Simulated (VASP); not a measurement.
Crystal: Li.

```xyz
2
Lattice="3.5100 0.0000 0.0000 0.0000 3.5100 0.0000 0.0000 0.0000 3.5100" Properties=species:S:1:pos:R:3 pbc="T T T"
Li    0.0000    0.0000    0.0000
Li    1.7550    1.7550    1.7550
```

| Property | Result |
| --- | --- |
| Program | VASP 6.6.1 |
| Task | relaxation of cell and atoms |
| Functional | PBEsol |
| Potentials or basis | VASP PAW PBE potentials, release 64 (Li_sv) |
| Cutoff | 600 eV |
| k mesh | 6 × 6 × 6 |
| Occupations | methfessel-paxton, width 0.1 eV |
| Spin | no spin polarisation |

At the start: pressure -0.9 GPa; volume 21.62 Å³/atom.

Question: Where does the relaxation end?

Answer: Over 3 steps the energy falls by 5.1 meV/atom and the volume is 20.14 Å³/atom (-6.9 %); space group Im-3m (No. 229, to 0.05 Å).

Step by step:
| step | energy change (eV) | largest force (eV/Å) | pressure (GPa) | volume (Å³) |
| --- | --- | --- | --- | --- |
| 1 | 0.0000 | 0.0000 | -0.94 | 43.24 |
| 2 | -0.0042 | 0.0000 | -0.75 | 42.45 |
| 3 | -0.0102 | 0.0000 | -0.11 | 40.28 |

Final structure:
```yaml
crystal:
  lattice:
    - [3.42791, 0.00000, 0.00000]
    - [0.00000, 3.42791, 0.00000]
    - [0.00000, 0.00000, 3.42791]
  atoms:
    - { symbol: Li, position: [0.00000, 0.00000, 0.00000] }
    - { symbol: Li, position: [0.50000, 0.50000, 0.50000] }
```

Caveat: the cutoff is under 1.25 times the usual one of these potentials, so pressure, stress and relaxed cells hold a basis-set (Pulay) error; the PAW data sets were made with another functional, which shifts forces and pressure a little.
